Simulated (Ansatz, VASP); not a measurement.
**Two plane-wave programs on CoSi6Ru5**

INCAR

```
PREC = Accurate ; ENCUT = 520
EDIFF = 1E-7 ; ISMEAR = 0
SIGMA = 0.1 ; LREAL = F
LASPH = T ; NELM = 150
ALGO = Normal ; ISIF = 2
LWAVE = F ; LCHARG = T
ISPIN = 2 ; MAGMOM = 0 0 0 0 0 0 0.71 0 0 0 0 0.21
LORBIT = 11 ; LMAXMIX = 4
GGA = PE ; LELF = T
LVHAR = T ; NBANDS = 68
```

KPOINTS

```
regular mesh
0
Gamma
  4 4 2
```

Contents of POSCAR:

```
CoSi6Ru5
1.0
    4.1362172000      0.0000000000      0.0000000000
    0.0000000000      4.1362172000      0.0000000000
    0.0000000000      0.0000000000      8.7250295000
Si Co Ru
6 1 5
Direct
    0.0000000000      0.5000000000      0.8372880000
    0.0000000000      0.5000000000      0.1627120000
    0.0000000000      0.5000000000      0.5000000000
    0.5000000000      0.0000000000      0.8372880000
    0.5000000000      0.0000000000      0.1627120000
    0.5000000000      0.0000000000      0.5000000000
    0.5000000000      0.5000000000      0.0000000000
    0.0000000000      0.0000000000      0.6686420000
    0.0000000000      0.0000000000      0.3313580000
    0.5000000000      0.5000000000      0.6698380000
    0.5000000000      0.5000000000      0.3301620000
    0.0000000000      0.0000000000      0.0000000000
```

Input for Ansatz:

```yaml
crystal:
  lattice:
    - [4.1362172, 0.0, 0.0]
    - [0.0, 4.1362172, 0.0]
    - [0.0, 0.0, 8.7250295]
  atoms:
    - { symbol: Si, position: [0.0, 0.5, 0.837288] }
    - { symbol: Si, position: [0.0, 0.5, 0.162712] }
    - { symbol: Si, position: [0.0, 0.5, 0.5] }
    - { symbol: Si, position: [0.5, 0.0, 0.837288] }
    - { symbol: Si, position: [0.5, 0.0, 0.162712] }
    - { symbol: Si, position: [0.5, 0.0, 0.5] }
    - { symbol: Co, position: [0.5, 0.5, 0.0], spin: 0.71 }
    - { symbol: Ru, position: [0.0, 0.0, 0.668642] }
    - { symbol: Ru, position: [0.0, 0.0, 0.331358] }
    - { symbol: Ru, position: [0.5, 0.5, 0.669838] }
    - { symbol: Ru, position: [0.5, 0.5, 0.330162] }
    - { symbol: Ru, position: [0.0, 0.0, 0.0], spin: 0.21 }
basis:
  ecutwfc: 420
kpoints:
  mp_grid: { grid: [4, 4, 2] }
hamiltonian:
  xc: pbe
scf:
  occupations: { method: gaussian, width: 0.1 }
  lower_state_search: "off"
output:
  forces: true
  stress: true
  eigenvalues: true
  populations: true
magnetization:
  spin_polarized: true
```

Alike in both runs: task single point; functional PBE; k mesh 4 × 4 × 2; occupations gaussian, width 0.1 eV; collinear spin.

|  | VASP | Ansatz |
| --- | --- | --- |
| version | VASP 6.6.1 | Ansatz 0.2.0 |
| potentials or method | VASP PAW PBE potentials, release 64 (Si, Co, Ru_pv), cutoff 520 eV | scalar-relativistic, plane waves, PAW |
| valence electrons in the cell | 103 | 121 |

```tsv
	VASP	Ansatz	Ansatz less VASP
gap on the k mesh at the Fermi level (eV)	none	none	-
pressure (GPa)	0.8	1.0	+0.17
traceless stress, the component that is largest in VASP (GPa)	-0.51	-0.88	-0.370
rms of the force components (eV/Å)	0.069	0.040	-0.0290
net moment per atom (μB)	0.00	0.07	+0.071
size of the moment on the site where the two differ most (μB)	0.00	0.67	+0.673
```

Site moments also hang on the region over which each program counts them. Atom by atom the forces differ by 0.031 eV/Å (rms over components). A gap of «none» marks a metal or a gap that the smearing closes. VASP's potentials hold 103 valence electrons a cell and Ansatz's 121, so a difference there can come from the potentials and not from the codes.

The k mesh is coarse, so the values compare programs but aren't converged.
